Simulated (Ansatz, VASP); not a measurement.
## Two plane-wave programs on ZnO

```xyz
4
Lattice="3.2089 0.0000 0.0000 -1.6044 2.7790 0.0000 0.0000 0.0000 5.1654" Properties=species:S:1:pos:R:3 pbc="T T T"
Zn    0.0000    1.8526    2.5805
Zn    1.6044    0.9263   -0.0022
O     1.6044    0.9263    1.9599
O     0.0000    1.8526    4.5426
```

Alike in both runs: task single point; functional r2SCAN; k mesh 8 × 8 × 4; no spin polarisation.

|  | VASP | Ansatz |
| --- | --- | --- |
| version | VASP 6.6.1 | Ansatz 0.2.0 |
| potentials or method | VASP PAW PBE potentials, release 64 (Zn, O) | PAW with Ansatz's default frozen-core files, scalar-relativistic |
| plane-wave cutoff (eV) | 520 | 500 |
| occupations | gaussian, width 0.01 eV | fixed |
| valence electrons in the cell | 36 | 36 |

VASP gave:

| Item | Value |
| --- | --- |
| gap on the k mesh at the Fermi level (eV) | 1.27 |
| pressure (GPa) | 5.2 |
| traceless stress, the component that is largest in VASP (GPa) | 0.12 |

Task: Which values does Ansatz return?

Result: gap on the k mesh at the Fermi level (eV): 1.28; pressure (GPa): 4.0; traceless stress, the component that is largest in VASP (GPa): 0.01.

VASP's potentials were made for PBE, not for r2SCAN.
